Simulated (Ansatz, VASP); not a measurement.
**Os in VASP and in Ansatz**

```xyz
2
Lattice="2.7341 0.0000 0.0000 -1.3671 2.3678 0.0000 0.0000 0.0000 4.3197" Properties=species:S:1:pos:R:3 pbc="T T T"
Os    1.3671    0.7893    3.2398
Os    0.0000    1.5785    1.0799
```

Alike in both runs: task electric field gradients; functional RPBE; k mesh 11 × 11 × 6; occupations fermi-dirac, width 0.15 eV; no spin polarisation; Hubbard terms Os d U = 5.3 eV.

|  | VASP | Ansatz |
| --- | --- | --- |
| version | VASP 6.6.1 | Ansatz 0.2.0 |
| potentials or method | VASP PAW PBE potentials, release 64 (Os), cutoff 520 eV | all-electron PAW datasets made for the crystal |

```tsv
	VASP	Ansatz	Ansatz less VASP
gap on the k mesh at the Fermi level (eV)	none	none	-
pressure (GPa)	-6.0	-4.3	+1.67
traceless stress, the component that is largest in VASP (GPa)	-3.16	-1.72	+1.442
size of Vzz on the site where it differs most (V/Å²)	41.2	32.2	-8.99
```

VASP's potentials were made for PBE, not for RPBE. The programs project onto different local orbitals, so the same U acts differently, and such runs can settle in different states. A gap of «none» marks a metal or a gap that the smearing closes. Ansatz ran all-electron here, and VASP with PAW potentials.

Neither program's run includes spin-orbit coupling. Noted on Ansatz's run: the program warned that the printed levels may be off, so bands, gaps and densities of states are rough.
